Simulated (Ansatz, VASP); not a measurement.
SnSe in VASP and in Ansatz

The input INCAR:

```
SYSTEM = SnSe
PREC = Accurate
ENCUT = 520
EDIFF = 1E-6
ISMEAR = 0
SIGMA = 0.01
LREAL = .FALSE.
LASPH = .TRUE.
NELM = 150
ALGO = Normal
ISIF = 2
LWAVE = .FALSE.
LCHARG = .FALSE.
ISPIN = 2
MAGMOM = 0.5 0
LORBIT = 11
GGA = CA
NBANDS = 21
```

Contents of KPOINTS:

```
regular mesh
0
G
  8 8 8
  0 0 0
```

POSCAR

```
SnSe
1.0
    0.0000000000      3.0100000000      3.0100000000
    3.0100000000      0.0000000000      3.0100000000
    3.0100000000      3.0100000000      0.0000000000
Sn Se
1 1
Direct
    0.0000000000      0.0000000000      0.0000000000
    0.5000000000      0.5000000000      0.5000000000
```

input.yaml

```yaml
crystal:
  lattice:
    - [0.0, 3.01, 3.01]
    - [3.01, 0.0, 3.01]
    - [3.01, 3.01, 0.0]
  atoms:
    - { symbol: Sn, position: [0.0, 0.0, 0.0], spin: 0.5 }
    - { symbol: Se, position: [0.5, 0.5, 0.5] }
kpoints:
  mp_grid: { grid: [8, 8, 8] }
scf:
  occupations: { method: gaussian, width: 0.01 }
  mixing: { preconditioner: none }
  algorithm: density_mixing
hamiltonian:
  xc: lda
  pseudopotentials: { kind: all_electron, lapw: { basis_error: 0.0005 } }
magnetization:
  spin_polarized: true
output:
  forces: true
  stress: true
  eigenvalues: true
```

Alike in both runs: task single point; functional LDA; k mesh 8 × 8 × 8; occupations gaussian, width 0.01 eV; collinear spin.

```csv
,VASP,Ansatz
version,VASP 6.6.1,Ansatz 0.2.0
potentials or method,"VASP PAW LDA potentials, release 64 (Sn_d, Se), cutoff 520 eV","all-electron LAPW, scalar-relativistic"
```

```csv
,VASP,Ansatz,Ansatz less VASP
gap on the k mesh at the Fermi level (eV),0.63,0.61,-0.017
least direct gap on the mesh (eV),0.63,0.61,-0.017
pressure (GPa),-3.3,-3.4,-0.09
net moment per atom (μB),0.00,0.00,0.000
```

LDA's correlation is that of Perdew and Zunger in VASP and of Perdew and Wang (1992) in Ansatz. Ansatz ran all-electron here, and VASP with PAW potentials.
